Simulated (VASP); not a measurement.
Crystal: KCl.

```
K Cl
1.0
     0.00000    3.12912    3.12912
     3.12912    0.00000    3.12912
     3.12912    3.12912    0.00000
K Cl
1 1
Cartesian
  0.0000 0.0000 0.0000
  3.1291 3.1291 3.1291
```

This cell differs from its parent crystal: strain -0.5%.

Base run:

| Item | Value |
| --- | --- |
| Program | VASP 6.6.1 |
| Functional | PBE |
| Potentials or basis | VASP PAW PBE potentials, release 64 (K_sv, Cl) |
| Cutoff | 520 eV |
| k mesh | 8 × 8 × 8 |
| Occupations | fermi-dirac, width 0.02 eV |
| Spin | no spin polarisation |

Its results: band gap on the k mesh 5.24 eV; pressure 1.1 GPa.

Question: The run is repeated on the same cell with these changes: functional from PBE to r2SCAN; occupations from fermi-dirac, width 0.02 eV to gaussian, width 0.01 eV. What comes out?

Answer: Band gap on the k mesh 5.89 eV; pressure 0.3 GPa.

Caveats: the PAW data sets were made with another functional, which shifts forces and pressure a little (at least some runs).

A k mesh can miss the band edges.
